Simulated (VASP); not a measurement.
# Lu (Fm-3m) in VASP: a series of runs, part 2 of 2

VASP 6.6.1.

## (3) Relaxation of cell and atoms, PBEsol

This run uses another cell than the first one, of 29.41 Å³/atom.

Input file INCAR:

```
SYSTEM = Lu
  PREC = Accurate
  ENCUT = 600
  EDIFF = 1E-7
  ISMEAR = 1
  SIGMA = 0.1
  LREAL = .FALSE.
  LASPH = .TRUE.
  NELM = 120
  ALGO = Normal
  ISIF = 3
  LWAVE = .FALSE.
  LCHARG = .FALSE.
  GGA = PS
  IBRION = 2
  NSW = 80
  EDIFFG = -0.02
  GGA_COMPAT = .FALSE.
  NELMIN = 4
```

Input file KPOINTS:

```
Automatic mesh
0
G
  8 8 8
  0 0 0
```

Input file POSCAR:

```
Lu
1.0
    0.0000000000      2.4500000000      2.4500000000
    2.4500000000      0.0000000000      2.4500000000
    2.4500000000      2.4500000000      0.0000000000
Lu
1
Direct
    0.0000000000      0.0000000000      0.0000000000
```

Potentials or basis: VASP PAW PBE potentials, release 64 (Lu).

Command:

```console
> cat potpaw_PBE.64/Lu/POTCAR > POTCAR
> mpirun -np 1 vasp_std > vasp.out
```

OUTCAR:

```text
SYSTEM = Lu
   PREC = Accurate
   ENCUT = 600
   EDIFF = 1E-7
   ISMEAR = 1
   LREAL = .FALSE.
   LASPH = .TRUE.
   NELM = 120
   ISIF = 3
   GGA = PS
   IBRION = 2
   NSW = 80
   EDIFFG = -0.02
   NELMIN = 4

 ion  position               nearest neighbor table
   1  0.000  0.000  0.000-

  LATTYP: Found a face centered cubic cell.
 ALAT       =     4.9000000000

  Lattice vectors:

 A1 = (   0.0000000000,   2.4500000000,   2.4500000000)
 A2 = (   2.4500000000,   0.0000000000,   2.4500000000)
 A3 = (   2.4500000000,   2.4500000000,   0.0000000000)

Analysis of symmetry for initial positions (statically):
=====================================================================
 Subroutine PRICEL returns:
 Original cell was already a primitive cell.

 Routine SETGRP: Setting up the symmetry group for a
 face centered cubic supercell.

 Subroutine GETGRP returns: Found 48 space group operations
 (whereof 48 operations were pure point group operations)
 out of a pool of 48 trial point group operations.

The static configuration has the point symmetry O_h .

Analysis of symmetry for dynamics (positions and initial velocities):
=====================================================================
 Subroutine PRICEL returns:
 Original cell was already a primitive cell.

 Routine SETGRP: Setting up the symmetry group for a
 face centered cubic supercell.

 Subroutine GETGRP returns: Found 48 space group operations
 (whereof 48 operations were pure point group operations)
 out of a pool of 48 trial point group operations.

The dynamic configuration has the point symmetry O_h .

 Subroutine INISYM returns: Found 48 space group operations
 (whereof 48 operations are pure point group operations),
 and found     1 'primitive' translations

----------------------------------------------------------------------------------------

                                     Primitive cell

  volume of cell :      29.4123

  direct lattice vectors                    reciprocal lattice vectors
     0.000000000  2.450000000  2.450000000    -0.204081633  0.204081633  0.204081633
     2.450000000  0.000000000  2.450000000     0.204081633 -0.204081633  0.204081633
     2.450000000  2.450000000  0.000000000     0.204081633  0.204081633 -0.204081633

  length of vectors
     3.464823228  3.464823228  3.464823228     0.353479757  0.353479757  0.353479757

  position of ions in fractional coordinates (direct lattice)
     0.000000000  0.000000000  0.000000000

  ion indices of the primitive-cell ions
   primitive index   ion index
                 1           1

----------------------------------------------------------------------------------------

 KPOINTS: Automatic mesh

Automatic generation of k-mesh.
 Grid dimensions read from file:
 generate k-points for:    8    8    8

 Generating k-lattice:

  Cartesian coordinates                     Fractional coordinates (reciprocal lattice)
    -0.025510204  0.025510204  0.025510204     0.125000000  0.000000000  0.000000000
     0.025510204 -0.025510204  0.025510204     0.000000000  0.125000000  0.000000000
     0.025510204  0.025510204 -0.025510204     0.000000000  0.000000000  0.125000000

  Length of vectors
     0.044184970  0.044184970  0.044184970

  Shift w.r.t. Gamma in fractional coordinates (k-lattice)
     0.000000000  0.000000000  0.000000000

 Subroutine IBZKPT returns following result:
 ===========================================

 Found     29 irreducible k-points:

 Following reciprocal coordinates:
            Coordinates               Weight
  0.000000  0.000000  0.000000      1.000000
  0.125000  0.000000  0.000000      8.000000
  0.250000  0.000000  0.000000      8.000000
  0.375000  0.000000  0.000000      8.000000
  0.500000  0.000000  0.000000      4.000000
  0.125000  0.125000  0.000000      6.000000
[... 16 lines left out ...]
  0.500000  0.250000  0.125000     48.000000
 -0.375000  0.250000  0.125000     24.000000
 [... further k-points ...]
   k-points           NKPTS =     29   k-points in BZ     NKDIM =     29   number of bands    NBANDS=     16
   number of dos      NEDOS =    301   number of ions     NIONS =      1
   total plane-waves  NPLWV =  21952
   dimension x,y,z NGX =    28 NGY =   28 NGZ =   28
   dimension x,y,z NGXF=    56 NGYF=   56 NGZF=   56
   ions per type =               1
   NGX,Y,Z   is equivalent  to a cutoff of  13.43, 13.43, 13.43 a.u.
   NGXF,Y,Z  is equivalent  to a cutoff of  26.87, 26.87, 26.87 a.u.
 SYSTEM =  Lu
   PREC   = accura    normal or accurate (medium, high low for compatibility)
   ISTART =      0    job   : 0-new  1-cont  2-samecut
   ICHARG =      2    charge: 1-file 2-atom 10-const
   ISPIN  =      1    spin polarized calculation?
   LNONCOLLINEAR =      F non collinear calculations
   LSORBIT =      F    spin-orbit coupling
   LASPH  =      T    aspherical Exc in radial PAW
   ENCUT  =  600.0 eV  44.10 Ry    6.64 a.u.   6.92  6.92  6.92*2*pi/ulx,y,z
   NELM   =    120;   NELMIN=  4; NELMDL= -5     # of ELM steps
   EDIFF  = 0.1E-06   stopping-criterion for ELM
   LREAL  =      F    real-space projection
   EDIFFG = -.2E-01   stopping-criterion for IOM
   NSW    =     80    number of steps for IOM
   IBRION =      2    ionic relax: 0-MD 1-quasi-New 2-CG
   NFREE  =      1    steps in history (QN), initial steepest desc. (CG)
   ISIF   =      3    stress and relaxation
   ISYM   =      2    0-nonsym 1-usesym 2-fastsym
   POTIM  = 0.5000    time-step for ionic-motion
   TEBEG  =    0.0;   TEEND  =   0.0 temperature during run
   PSTRESS=    0.0 pullay stress
   NELECT =      25.0000    total number of electrons
   NUPDOWN=      -1.0000    fix difference up-down
   EMIN   =  10.00;   EMAX   =-10.00  energy-range for DOS
   EFERMI =   0.00;   METHOD = LEGACY
   ISMEAR =     1;   SIGMA  =   0.10  broadening in eV -4-tet -1-fermi 0-gaus
   EFERMI_NEDOS =   21; number of points for ismear=-14 and -15
   IALGO  =     38    algorithm
   IMIX   =      4    mixing-type and parameters
     AMIX     =   0.40;   BMIX     =  1.00
     AMIX_MAG =   1.60;   BMIX_MAG =  1.00
  volume/ion in A,a.u.               =      29.41       198.48
  Fermi-wavevector in a.u.,A,eV,Ry     =   1.550763  2.930517 32.720185  2.404866
  Thomas-Fermi vector in A             =   2.655380
   LORBIT       =      0    0 simple, 1 ext, 2 COOP (PROOUT), +10 PAW based schemes
   GGA     = PS    functional components
   LHFCALC =     F    Hartree Fock is set to
   AEXX    =    0.0000 exact exchange contribution
   IVDW    =     0    specifies the selected vdW correction
   LEPSILON=     F    determine dielectric tensor
   LRPA    =     F    only Hartree local field effects (RPA)
 conjugate gradient relaxation of ions
 non-spin polarized calculation
 Methfessel and Paxton  Order N= 1 SIGMA  =   0.10
  energy-cutoff  :      600.00
  volume of cell :       29.41
 maximum number of plane-waves:       995
   NGX = 13   NGY = 13   NGZ = 13

--------------------------------------- Ionic step        1  -------------------------------------------

 number of electron      25.0000000 magnetization

 Free energy of the ion-electron system (eV)
  ---------------------------------------------------
  ext. energy  EPLUGINS =         0.00000000
  ---------------------------------------------------
  free energy    TOTEN  =        -4.89357422 eV

  energy without entropy =       -4.89300281  energy(sigma->0) =       -4.89338375

------------------------ aborting loop because EDIFF is reached ----------------------------------------

  FORCE on cell =-STRESS in cart. coord.  units (eV):
  Direction    XX          YY          ZZ          XY          YZ          ZX
  --------------------------------------------------------------------------------------
  -------------------------------------------------------------------------------------
  Total       -0.6597096     -0.6597096     -0.6597096     -0.0000000     -0.0000000     -0.0000000
  in kB      -35.9364485    -35.9364485    -35.9364485     -0.0000000     -0.0000000     -0.0000000
  external PRESSURE =     -35.9364485 kB  Pullay stress =       0.0000000 kB
[... 57 lines left out ...]
--------------------------------------- Ionic step        3  -------------------------------------------

 number of electron      24.9999997 magnetization

 Free energy of the ion-electron system (eV)
  ---------------------------------------------------
  ext. energy  EPLUGINS =         0.00000000
  ---------------------------------------------------
  free energy    TOTEN  =        -4.92281668 eV

  energy without entropy =       -4.92256662  energy(sigma->0) =       -4.92273333

 E-fermi :   2.4434     XC(G=0): -11.1360

 val. band max:        2.2835392835   @ k =   0.3750   0.2500   0.0000
 cond. band min:       2.4919435804   @ k =   0.5000   0.2500   0.1250
 fundamental gap:      0.2084042969
 Fermi energy:         2.4433609703

 k-point     1 :       0.0000    0.0000    0.0000
  band No.  band energies     occupation
      1     -53.6209      2.00000
      2     -23.9876      2.00000
      3     -23.9876      2.00000
      4     -23.9876      2.00000
      5      -3.8495      2.00000
      6      -2.4711      2.00000
[... 433 lines left out ...]
      3     -24.2414      2.00000
      4     -24.1261      2.00000
      5      -2.4248      2.00000
      6      -2.4215      2.00000
[... 8 lines left out ...]
     15       5.4974      0.00000
     16       8.5366      0.00000

 [... further k-points ...]
[... 5 lines left out ...]
  --------------------------------------------------------------------------------------
  -------------------------------------------------------------------------------------
  Total        0.0060711      0.0060711      0.0060711      0.0000000      0.0000000     -0.0000000
  in kB        0.3596118      0.3596118      0.3596118      0.0000000      0.0000000     -0.0000000
  external PRESSURE =       0.3596118 kB  Pullay stress =       0.0000000 kB
[... 16 lines left out ...]
  FREE ENERGIE OF THE ION-ELECTRON SYSTEM (eV)
  ---------------------------------------------------
  free  energy   TOTEN  =        -4.9228166795 eV

  energy  without entropy=       -4.9225666187  energy(sigma->0) =       -4.92273333

 reached required accuracy - stopping structural energy minimisation
```

CONTCAR:

```text
Lu
   1.00000000000000
    -0.0000000000000000    2.3825227934288198    2.3825227934288198
     2.3825227934288198   -0.0000000000000000    2.3825227934288198
     2.3825227934288198    2.3825227934288198   -0.0000000000000000
  Lu
     1
Direct
     0.0000000000000000    0.0000000000000000    0.0000000000000000

  0.00000000E+00  0.00000000E+00  0.00000000E+00
```

Wall time 1.8 min (1 thread of Intel Xeon 8259CL, shared host); peak memory 0.18 GiB.

Results:

- Free energy: -4.9228 eV
- Relaxed volume: 27.05 Å³/atom
- Relaxed cell: a = 3.369 Å, b = 3.369 Å, c = 3.369 Å, α = 60.00°, β = 60.00°, γ = 60.00°
- Space group after relaxing (to 0.1 Å): Fm-3m (No. 225)
- Energy gained by relaxing: 29.2 meV/atom
- Ionic steps: 3
- Pressure after relaxing: 0.0 GPa
- Band gap on the k mesh: zero (an odd number of electrons rules out a gap without spin polarisation)

The path:
```
step  energy change (eV)  largest force (eV/Å)  pressure (GPa)  volume (Å³)
   1              0.0000                0.0000           -3.59        29.41
   2             -0.0285                0.0000            0.78        26.69
   3             -0.0292                0.0000            0.04        27.05
```

Final structure:
```
CELL_PARAMETERS angstrom
0.00000 2.38252 2.38252
2.38252 0.00000 2.38252
2.38252 2.38252 0.00000
ATOMIC_POSITIONS crystal
Lu 0.00000 0.00000 0.00000
```

Caveat: the PAW data sets were made with another functional, which shifts forces and pressure a little; spin-orbit coupling is left out, which moves the levels of the heavy elements.

The gap in the log of VASP goes by the Fermi energy; the results here count the filled bands.